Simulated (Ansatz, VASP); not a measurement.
# AgO2 in VASP and in Ansatz

```xyz
3
Lattice="2.8012 -1.6169 0.0004 2.8012 1.6169 0.0004 -0.0021 0.0000 3.7408" Properties=species:S:1:pos:R:3 pbc="T T T"
O     3.7329    0.0000    2.8121
O     1.8675    0.0000    0.9296
Ag    0.0000    0.0000    0.0000
```

Alike in both runs: functional PBEsol; k mesh 16 × 16 × 12; occupations gaussian, width 0.1 eV; no spin polarisation.

Ansatz relaxed the structure, and its values are those at the end. VASP's run is a single point on that final structure, the one shown.

```csv
,VASP,Ansatz
version,VASP 6.6.1,Ansatz 0.2.0
potentials or method,"VASP PAW PBE potentials, release 64 (O, Ag), cutoff 520 eV","scalar-relativistic, plane waves, PAW"
valence electrons in the cell,23,31
```

VASP gave:

* gap on the k mesh at the Fermi level (eV): none
* pressure (GPa): -0.3
* rms of the force components (eV/Å): 0.005

Problem. Which values does Ansatz return?

Solution. gap on the k mesh at the Fermi level (eV): none; pressure (GPa): 0.0; rms of the force components (eV/Å): 0.000.

VASP's potentials were made for PBE, not for PBEsol. A gap of «none» marks a metal or a gap that the smearing closes. With one functional, cell and mesh, what is left measures potentials, basis and numerics. VASP's potentials hold 23 valence electrons a cell and Ansatz's 31, so a difference there can come from the potentials and not from the codes.
